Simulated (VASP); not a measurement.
# Te2Mo (P2_1/m) in VASP: a series of runs

Runs on Te2Mo. Level: PBE+D3(BJ). Tasks: single point.

All numbers are computed with VASP 6.6.1; they aren't measurements. Logs are shortened: lines on timing, memory, paths and dates and some standing lists are left out, and cuts for length are marked.

**1. The cell of the first run**

The structure is monoclinic, space group P2_1/m (No. 11). The conventional cell has a = 6.351 Å, b = 3.462 Å, c = 13.296 Å, α = 90.00°, β = 94.18°, γ = 90.00°. Te (site symmetry m) has 3 Mo at 2.79 to 2.80 Å and 10 Te at 3.44 to 3.68 Å within 3.7 Å. Within 3.8 Å of Te (site symmetry m) lie 3 Mo at 2.70 Å and 9 Te at 3.46 to 3.72 Å. Te (site symmetry m) has 3 Mo at 2.70 Å and 9 Te at 3.46 to 3.73 Å within 3.8 Å. Te (site symmetry m) has 3 Mo at 2.79 to 2.80 Å and 10 Te at 3.45 to 3.73 Å within 3.8 Å. Within 3.6 Å of Mo (site symmetry m) lie 6 Te at 2.70 to 2.80 Å and 4 Mo at 2.89 to 3.46 Å. Within 3.6 Å of Mo (site symmetry m) lie 6 Te at 2.70 to 2.80 Å and 4 Mo at 2.89 to 3.46 Å.

**2. Single point, PBE+D3(BJ)**

Input file INCAR:

```
SYSTEM = Te2Mo
ALGO     = Normal         ! electronic algorithm
EDIFF    = 1E-6           ! SCF threshold, eV
ENCUT    = 500            ! plane-wave cutoff, eV
GGA      = PE             ! functional
GGA_COMPAT= .FALSE.      
ISIF     = 2              ! what is computed and relaxed
ISMEAR   = -1             ! smearing method
IVDW     = 12             ! dispersion correction
LASPH    = .TRUE.         ! aspherical terms in the spheres
LCHARG   = .TRUE.         ! write CHGCAR
LELF     = .TRUE.         ! ELF
LREAL    = .FALSE.        ! projectors in reciprocal space
LVHAR    = .TRUE.       
LWAVE    = .FALSE.        ! write WAVECAR
NBANDS   = 64             ! bands
NELM     = 120            ! most SCF steps
PREC     = Accurate       ! precision mode
SIGMA    = 0.15           ! smearing width, eV
```

Input file KPOINTS:

```
k-points
0
G
  6 10 4
  0 0 0
```

Input file POSCAR:

```
Te2Mo
1.0
    6.3502479349      0.0000000000     -0.0943489652
    0.0000000000      3.4617630303      0.0000000000
   -0.7717244783      0.0000000000     13.2731201985
Te Mo
8 4
Direct
    0.4120434482      0.0000000000      0.8932300111
    0.5879565518      0.5000000000      0.1067699889
    0.9034787069      0.5000000000      0.8446167303
    0.0965212931      0.0000000000      0.1553832697
    0.4440718877      0.5000000000      0.6547045301
    0.5559281123      0.0000000000      0.3452954699
    0.9469986100      0.0000000000      0.6073074793
    0.0530013900      0.5000000000      0.3926925207
    0.8172354723      0.0000000000      0.9922375770
    0.1827645277      0.5000000000      0.0077624230
    0.6807533390      0.5000000000      0.4937612008
    0.3192466610      0.0000000000      0.5062387992
```

Potentials or basis: VASP PAW PBE potentials, release 64 (Te, Mo_sv).

Started as:

```sh
> cat potpaw_PBE.64/Te/POTCAR potpaw_PBE.64/Mo_sv/POTCAR > POTCAR
> mpirun -np 1 vasp_std > vasp.out
```

OUTCAR:

```text
SYSTEM = Te2Mo
   EDIFF = 1E-6
   ENCUT = 500
   GGA = PE
   ISIF = 2
   ISMEAR = -1
   IVDW = 12
   LASPH = .TRUE.
   LREAL = .FALSE.
   NELM = 120
   PREC = Accurate
 IVDW          = 12

 ion  position               nearest neighbor table
   1  0.412  0.000  0.893-  10 2.79  10 2.79   9 2.80   2 3.44   2 3.44   5 3.63   5 3.63   3 3.67
                             3 3.67   3 3.68   3 3.68
   2  0.588  0.500  0.107-   9 2.79   9 2.79  10 2.80   1 3.44   1 3.44   6 3.63   6 3.63   4 3.67
                             4 3.67   4 3.68   4 3.68
   3  0.903  0.500  0.845-  10 2.70   9 2.70   9 2.70   7 3.63   7 3.63   1 3.67   1 3.67   1 3.68
                             1 3.68
   4  0.097  0.000  0.155-   9 2.70  10 2.70  10 2.70   8 3.63   8 3.63   2 3.67   2 3.67   2 3.68
                             2 3.68
   5  0.444  0.500  0.655-  12 2.70  12 2.70  11 2.70   7 3.62   7 3.62   1 3.63   1 3.63
   6  0.556  0.000  0.345-  11 2.70  11 2.70  12 2.70   8 3.62   8 3.62   2 3.63   2 3.63
   7  0.947  0.000  0.607-  11 2.79  11 2.79  12 2.80   8 3.45   8 3.45   5 3.62   5 3.62   3 3.63
                             3 3.63
   8  0.053  0.500  0.393-  12 2.79  12 2.79  11 2.80   7 3.45   7 3.45   6 3.62   6 3.62   4 3.63
                             4 3.63
   9  0.817  0.000  0.992-   4 2.70   3 2.70   3 2.70   2 2.79   2 2.79   1 2.80  10 2.89  10 2.89

  10  0.183  0.500  0.008-   3 2.70   4 2.70   4 2.70   1 2.79   1 2.79   2 2.80   9 2.89   9 2.89

  11  0.681  0.500  0.494-   6 2.70   6 2.70   5 2.70   7 2.79   7 2.79   8 2.80  12 2.89  12 2.89

  12  0.319  0.000  0.506-   5 2.70   5 2.70   6 2.70   8 2.79   8 2.79   7 2.80  11 2.89  11 2.89

  LATTYP: Found a simple monoclinic cell.
 ALAT       =     6.3509487923
 B/A-ratio  =     0.5450780889
 C/A-ratio  =     2.0934724040
 COS(beta)  =    -0.0728683116

  Lattice vectors:

 A1 = (   6.3502479349,   0.0000000000,  -0.0943489652)
 A2 = (   0.0000000000,   3.4617630303,   0.0000000000)
 A3 = (  -0.7717244783,   0.0000000000,  13.2731201985)

Analysis of symmetry for initial positions (statically):
=====================================================================
 Subroutine PRICEL returns:
 Original cell was already a primitive cell.

 Routine SETGRP: Setting up the symmetry group for a
 simple monoclinic supercell.

 Subroutine GETGRP returns: Found  4 space group operations
 (whereof  2 operations were pure point group operations)
 out of a pool of  4 trial point group operations.

The static configuration has the point symmetry C_1h.
 The point group associated with its full space group is C_2h.

Analysis of symmetry for dynamics (positions and initial velocities):
[... 146 lines left out ...]
   EFERMI =   0.00;   METHOD = LEGACY
   ISMEAR =    -1;   SIGMA  =   0.15  broadening in eV -4-tet -1-fermi 0-gaus
   EFERMI_NEDOS =   21; number of points for ismear=-14 and -15
   IALGO  =     38    algorithm
   IMIX   =      4    mixing-type and parameters
     AMIX     =   0.40;   BMIX     =  1.00
     AMIX_MAG =   1.60;   BMIX_MAG =  1.00
  volume/ion in A,a.u.               =      24.29       163.95
  Fermi-wavevector in a.u.,A,eV,Ry     =   1.161067  2.194099 18.341703  1.348077
  Thomas-Fermi vector in A             =   2.297643
   LORBIT       =      0    0 simple, 1 ext, 2 COOP (PROOUT), +10 PAW based schemes
   GGA     = PE    functional components
   LHFCALC =     F    Hartree Fock is set to
   AEXX    =    0.0000 exact exchange contribution
   IVDW    =    12    specifies the selected vdW correction
   LEPSILON=     F    determine dielectric tensor
   LRPA    =     F    only Hartree local field effects (RPA)
 non-spin polarized calculation
  energy-cutoff  :      500.00
  volume of cell :      291.53
 maximum number of plane-waves:      7433
 NGX is ok and might be reduce to    48
   NGX = 23   NGY = 13   NGZ = 49

 number of electron     103.9999996 magnetization

 Free energy of the ion-electron system (eV)
  ---------------------------------------------------
  ext. energy  EPLUGINS =         0.00000000
  ---------------------------------------------------
  free energy    TOTEN  =       -71.76320324 eV

  energy without entropy =      -71.42269031  energy(sigma->0) =      -71.59294677

 E-fermi :   8.8330     XC(G=0): -10.6127

 val. band max:        8.8305990462   @ k =   0.5000   0.0000   0.5000
 cond. band min:       8.8399413267   @ k =   0.1667   0.0000   0.5000
 fundamental gap:      0.0093422805
 Fermi energy:         8.8330070041

 k-point     1 :       0.0000    0.0000    0.0000
  band No.  band energies     occupation
      1     -52.2491      2.00000
      2     -52.2372      2.00000
      3     -52.1899      2.00000
      4     -52.1784      2.00000
      5     -26.5152      2.00000
      6     -26.5044      2.00000
[... 1597 lines left out ...]
     63      11.1493      0.00000
     64      11.1493      0.00000

 [... further k-points ...]

------------------------ aborting loop because EDIFF is reached ----------------------------------------

 Edisp (eV)   -6.61416

 E8    (eV) :    -3.0490

  FORCE on cell =-STRESS in cart. coord.  units (eV):
  Direction    XX          YY          ZZ          XY          YZ          ZX
  --------------------------------------------------------------------------------------
  -------------------------------------------------------------------------------------
  Total       0.03762    -0.00815    -0.02332     0.00000     0.00000     0.00670
  in kB       0.20677    -0.04477    -0.12814     0.00000     0.00000     0.03683
  external pressure =        0.01 kB  Pullay stress =        0.00 kB

 VOLUME and BASIS-vectors are now :
 -----------------------------------------------------------------------------
  energy-cutoff  :      500.00
  volume of cell :      291.53
      direct lattice vectors                 reciprocal lattice vectors
     6.350247935  0.000000000 -0.094348965     0.157610317  0.000000000  0.009163764
     0.000000000  3.461763030  0.000000000     0.000000000  0.288870148  0.000000000
    -0.771724478  0.000000000 13.273120198     0.001120337  0.000000000  0.075405374

 POSITION                                       TOTAL-FORCE (eV/Angst)
 -----------------------------------------------------------------------------------
      1.92725      0.00000     11.81707         0.000004      0.000000     -0.009005
      3.65127      1.73088      1.36170        -0.000004      0.000000      0.009005
      5.08550      1.73088     11.12546         0.002220      0.000000     -0.010683
      0.49302      0.00000      2.05331        -0.002220      0.000000      0.010683
      2.31472      1.73088      8.64807         0.002056      0.000000      0.010778
      3.26381      0.00000      4.53070        -0.002056      0.000000     -0.010778
      5.54500      0.00000      7.97152        -0.000367      0.000000      0.009435
      0.03352      1.73088      5.20725         0.000367      0.000000     -0.009435
      4.42391      0.00000     13.09298        -0.010628      0.000000      0.002429
      1.15461      1.73088      0.08579         0.010628      0.000000     -0.002429
      3.94190      1.73088      6.48952         0.010302      0.000000      0.002567
      1.63662      0.00000      6.68925        -0.010302      0.000000     -0.002567
 -----------------------------------------------------------------------------------
    total drift:                               -0.000000      0.000000     -0.000000

  FREE ENERGIE OF THE ION-ELECTRON SYSTEM (eV)
  ---------------------------------------------------
  free  energy   TOTEN  =       -78.3773662376 eV

  energy  without entropy=      -78.0368533040  energy(sigma->0) =      -78.20710977
```

It took 29 min on 1 thread of Intel Xeon 6975P-C (Granite Rapids), shared host; peak memory 1.1 GiB.

What came out:

* Free energy: -78.3774 eV
* Pressure: 0.0 GPa
* Largest force: 0.011 eV/Å
* Band gap on the k mesh: zero (bands 52 and 53 overlap by 0.50 eV)
* Dispersion energy per atom: -0.551 eV

Forces on the atoms (eV/Å):
```
Te   0.000  0.000 -0.009
Te   0.000  0.000  0.009
Te   0.002  0.000 -0.011
Te  -0.002  0.000  0.011
Te   0.002  0.000  0.011
Te  -0.002  0.000 -0.011
Te   0.000  0.000  0.009
Te   0.000  0.000 -0.009
Mo  -0.011  0.000  0.002
Mo   0.011  0.000 -0.002
Mo   0.010  0.000  0.003
Mo  -0.010  0.000 -0.003
```

Caveat: spin-orbit coupling is left out, which moves the levels of the heavy elements.

**3. Single point, PBE+D3(BJ)**

Input file INCAR:

```
SYSTEM = Te2Mo
PREC = Accurate ; ENCUT = 520
EDIFF = 1E-6 ; ISMEAR = 0
SIGMA = 0.1 ; LREAL = .FALSE.
LASPH = .TRUE. ; NELM = 100
ALGO = Fast ; ISIF = 2
LWAVE = .FALSE. ; LCHARG = .FALSE.
GGA = PE ; IVDW = 12
NBANDS = 64 ; KPAR = 4
```

Input file KPOINTS:

```
regular mesh
0
G
  6 10 4
  0 0 0
```

Input file POSCAR:

```
Te2Mo
1.0
    6.3326834034      0.0000000000     -0.0968026850
    0.0000000000      3.4679811039      0.0000000000
   -0.7744361773      0.0000000000     13.2920896345
Te Mo
8 4
Direct
    0.4109653204      0.0000000000      0.8933335530
    0.5890346796      0.5000000000      0.1066664469
    0.9032861280      0.5000000000      0.8445692663
    0.0967138720      0.0000000000      0.1554307337
    0.4437329291      0.5000000000      0.6547163931
    0.5562670709      0.0000000000      0.3452836068
    0.9467049338      0.0000000000      0.6071115514
    0.0532950662      0.5000000000      0.3928884486
    0.8177675852      0.0000000000      0.9918635901
    0.1822324148      0.5000000000      0.0081364099
    0.6802635948      0.5000000000      0.4935597545
    0.3197364051      0.0000000000      0.5064402455
```

Potentials or basis: VASP PAW PBE potentials, release 64 (Te, Mo_sv).

Started as:

```sh
> cat potpaw_PBE.64/Te/POTCAR potpaw_PBE.64/Mo_sv/POTCAR > POTCAR
> mpirun -np 4 vasp_std > vasp.out
```

Run time: 16 min. Hardware: 4 MPI ranks of AMD EPYC 9755, shared host; peak memory 1.1 GiB.

It converged, with:

```yaml
Free_energy: -78.2216 eV
Pressure: 0.0 GPa
Largest_force: 0.012 eV/Å
Band_gap_on_the_k_mesh: zero (bands 52 and 53 overlap by 0.48 eV)
Dispersion_energy_per_atom: -0.551 eV
```

Forces in eV/Å, atoms in the order of the input:
```
Te  -0.001  0.000 -0.009
Te   0.001  0.000  0.009
Te   0.002  0.000 -0.010
Te  -0.002  0.000  0.010
Te   0.002  0.000  0.009
Te  -0.002  0.000 -0.009
Te  -0.002  0.000  0.009
Te   0.002  0.000 -0.009
Mo  -0.011  0.000  0.002
Mo   0.011  0.000 -0.002
Mo   0.011  0.000  0.003
Mo  -0.011  0.000 -0.003
```

Levels at points of the mesh, in eV from the Fermi level:
```tsv
k point	band 49	band 50	band 51	band 52	band 53	band 54	band 55	band 56
(0.00, 0.00, 0.00)	-0.41	-0.27	0.06	0.35	0.38	0.68	0.76	0.91
(0.50, 0.00, 0.00)	-0.98	-0.96	-0.56	-0.47	-0.13	-0.09	0.77	0.77
(0.00, 0.50, 0.00)	-1.65	-1.65	-1.45	-1.45	0.91	0.91	1.10	1.10
(0.50, 0.50, 0.00)	-1.18	-1.18	-1.07	-1.07	0.91	0.91	1.01	1.01
(0.00, 0.00, 0.50)	-0.16	-0.13	0.08	0.18	0.39	0.52	0.81	0.88
(0.50, 0.00, 0.50)	-0.98	-0.97	-0.64	-0.31	-0.04	-0.03	0.69	0.82
(0.00, 0.50, 0.50)	-1.65	-1.65	-1.53	-1.53	0.87	0.87	1.10	1.10
(0.50, 0.50, 0.50)	-1.17	-1.17	-1.06	-1.06	0.94	0.94	0.96	0.96
```

Caveat: spin-orbit coupling is left out, which moves the levels of the heavy elements.
